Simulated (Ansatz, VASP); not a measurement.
TaN in VASP and in Ansatz

```
Ta N
1.0
     5.35102    0.00000    0.00000
    -2.67551    4.63412    0.00000
     0.00000    0.00000    3.04473
Ta N
3 3
Direct
  0.00000 0.00000 0.00000
  0.33333 0.66667 0.50000
  0.66667 0.33333 0.50000
  0.50000 0.00000 0.00000
  0.50000 0.50000 0.00000
  0.00000 0.50000 0.00000
```

Alike in both runs: task single point; functional PBEsol; k mesh 9 × 9 × 12; occupations gaussian, width 0.1 eV; no spin polarisation.

|  | VASP | Ansatz |
| --- | --- | --- |
| version | VASP 6.6.1 | Ansatz 0.2.0 |
| potentials or method | VASP PAW PBE potentials, release 64 (Ta_pv, N), cutoff 520 eV | scalar-relativistic, plane waves, PAW |
| valence electrons in the cell | 48 | 54 |

|  | VASP | Ansatz | Ansatz less VASP |
| --- | --- | --- | --- |
| gap on the k mesh at the Fermi level (eV) | none | none | - |
| pressure (GPa) | -27.1 | -27.6 | -0.50 |
| traceless stress, the component that is largest in VASP (GPa) | -11.34 | -11.47 | -0.134 |

VASP's potentials were made for PBE, not for PBEsol. A gap of «none» marks a metal or a gap that the smearing closes. With one functional, cell and mesh, what is left measures potentials, basis and numerics. VASP's potentials hold 48 valence electrons a cell and Ansatz's 54, so a difference there can come from the potentials and not from the codes.

Neither program's run includes spin-orbit coupling.
